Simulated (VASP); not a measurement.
Wanted: the native input for a VASP 6.6.1 run.

| Property | Result |
| --- | --- |
| Task | relaxation of cell and atoms |
| Functional | PBEsol |
| Potentials or basis | VASP PAW PBE potentials, release 64 (W_sv, Se) |
| Cutoff | 600 eV |
| k mesh | 12 × 12 × 2 |
| Occupations | gaussian, width 0.02 eV |
| Spin | no spin polarisation |
| Dipole correction | no |
| Further INCAR settings | ALGO = Normal; EDIFF = 1e-07; IBRION = 2; EDIFFG = -0.005; NSW = 70; ISIF = 3 |

The structure of WSe2 lies in POSCAR:

```
WSe2
1.0
    3.2790275148      0.0000000000      0.0000000000
   -1.6395137574      2.8397211276      0.0000000000
    0.0000000000      0.0000000000     12.7886116041
W Se
2 4
Direct
    0.3333333333      0.6666666667      0.2500000000
    0.6666666667      0.3333333333      0.7500000000
    0.3333333333      0.6666666667      0.6182912265
    0.6666666667      0.3333333333      0.1182912265
    0.3333333333      0.6666666667      0.8817087735
    0.6666666667      0.3333333333      0.3817087735
```

These files were run (other wordings do the same):

INCAR

```
  ALGO = Normal
  EDIFF = 1E-7
  EDIFFG = -0.005
  ENCUT = 600
  GGA = PS
  IBRION = 2
  ISIF = 3
  ISMEAR = 0
  LASPH = T
  LCHARG = F
  LREAL = F
  LWAVE = F
  NELM = 100
  NSW = 70
  PREC = Accurate
  SIGMA = 0.02
```

KPOINTS

```
k-points
0
Gamma
  12 12 2
```

Potentials or basis: VASP PAW PBE potentials, release 64 (W_sv, Se).

Command:

```bash
$ cat potpaw_PBE.64/W_sv/POTCAR potpaw_PBE.64/Se/POTCAR > POTCAR
$ mpirun -np 1 vasp_std > vasp.out
```

It gave:

```
Relaxed volume                         : 20.51 Å³/atom
Relaxed cell                           : a = 3.273 Å, b = 3.273 Å, c = 13.262 Å, α = 90.00°, β = 90.00°, γ = 120.00°
Space group after relaxing (to 0.05 Å) : P6_3/mmc (No. 194)
Energy gained by relaxing              : 3.5 meV/atom
Ionic steps                            : 10
Pressure after relaxing                : 0.0 GPa
Largest force after relaxing           : 0.004 eV/Å
Band gap on the k mesh                 : 1.05 eV, indirect (least direct gap 1.59 eV)
```

Caveat: the PAW data sets were made with another functional, which shifts forces and pressure a little; spin-orbit coupling is left out, which moves the levels of the heavy elements; this functional lacks dispersion, which binds the layers, so the pressure and a relaxed spacing across them are unreliable.

Run time: 13 min on 1 thread of Intel(R) Xeon(R) 6975P-C (Granite Rapids) (shared host), peak memory 0.39 GiB.
